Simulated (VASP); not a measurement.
## TiAl: single point with PBEsol

Slab: TiAl, a slab with vacuum.

```
Ti Al
1.0
     2.86726    0.00000    0.00000
    -1.43363    2.48312    0.00000
     0.00000    0.00000   23.01712
Ti Al
2 2
Direct
  0.00000 0.00000 0.34757
  0.00000 0.00000 0.54715
  0.33333 0.66667 0.44919
  0.33333 0.66667 0.64582
```

```
Program                : VASP 6.6.1
Task                   : single point
Functional             : PBEsol
Potentials or basis    : VASP PAW PBE potentials, release 64 (Ti_sv, Al)
Cutoff                 : 520 eV
k mesh                 : 7 × 7 × 1
Occupations            : gaussian, width 0.02 eV
Spin                   : no spin polarisation
Dipole correction      : yes
Further INCAR settings : ALGO = Normal; EDIFF = 1e-07; NBANDS = 23
```

The largest force is 0.364 eV/Å. The band gap on the k mesh is zero (band 15 reaches 0.68 eV, above the bottom of band 16 at 0.42 eV).

Forces on the atoms (eV/Å):
```
Ti   0.000  0.000  0.348
Ti   0.000  0.000  0.005
Al   0.000  0.000 -0.364
Al   0.000  0.000  0.011
```

Levels at points of the mesh, in eV from the Fermi level:
```tsv
k point	band 12	band 13	band 14	band 15	band 16	band 17	band 18	band 19
(0.00, 0.00, 0.00)	-3.21	-1.32	-0.56	-0.12	1.00	1.00	1.31	1.31
```

It took 75 s on 1 thread of Intel(R) Xeon(R) Platinum 8375C CPU @ 2.90GHz (Ice Lake) (shared host), peak memory 0.31 GiB.

Caveat: the k points lie up to 0.36 Å⁻¹ apart; the PAW data sets were made with another functional, which shifts forces and pressure a little.
